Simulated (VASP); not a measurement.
Set up this calculation in VASP 6.6.1, as the native input.

```
Task                   : single point
Functional             : RPBE
Dispersion             : D3(BJ)
Potentials or basis    : VASP PAW PBE potentials, release 64 (Bi_d, Te)
Cutoff                 : 520 eV
k mesh                 : 7 × 7 × 7
Occupations            : fermi-dirac, width 0.05 eV
Spin                   : no spin polarisation
Dipole correction      : no
Further INCAR settings : ALGO = Normal; EDIFF = 1e-06; NBANDS = 18
```

The structure of BiTe lies in POSCAR:

```
BiTe
1.0
    0.0000000000      2.9784278773      2.9784278773
    2.9784278773      0.0000000000      2.9784278773
    2.9784278773      2.9784278773      0.0000000000
Bi Te
1 1
Direct
    0.0000000000      0.0000000000      0.0000000000
    0.5000000000      0.5000000000      0.5000000000
```

One way to write it, as run:

INCAR

```
SYSTEM = BiTe
ALGO     = Normal         ! electronic algorithm
EDIFF    = 1E-6           ! SCF threshold, eV
ENCUT    = 520            ! plane-wave cutoff, eV
GGA      = RP             ! functional
ISIF     = 2              ! what is computed and relaxed
ISMEAR   = -1             ! smearing method
IVDW     = 12             ! dispersion correction
LASPH    = .TRUE.         ! aspherical terms in the spheres
LCHARG   = .FALSE.        ! write CHGCAR
LREAL    = .FALSE.        ! projectors in reciprocal space
LWAVE    = .FALSE.        ! write WAVECAR
NBANDS   = 18             ! bands
NELM     = 80             ! most SCF steps
PREC     = Accurate       ! precision mode
SIGMA    = 0.05           ! smearing width, eV
```

KPOINTS

```
k-points
0
G
  7 7 7
  0 0 0
```

Potentials or basis: VASP PAW PBE potentials, release 64 (Bi_d, Te).

Run with:

```bash
$ cat potpaw_PBE.64/Bi_d/POTCAR potpaw_PBE.64/Te/POTCAR > POTCAR
$ mpirun -np 1 vasp_std > vasp.out
```

Results of the run:

```
Pressure                   : -0.1 GPa
Dispersion energy per atom : -2.921 eV
```

Caveat: the PAW data sets were made with another functional, which shifts forces and pressure a little; pairwise dispersion overbinds metals, which lowers pressure and volume.

It took 18 s on 1 thread of Intel(R) Xeon(R) Platinum 8175M CPU @ 2.50GHz (Skylake/Cascade Lake), with other jobs on the host, peak memory 0.18 GiB.
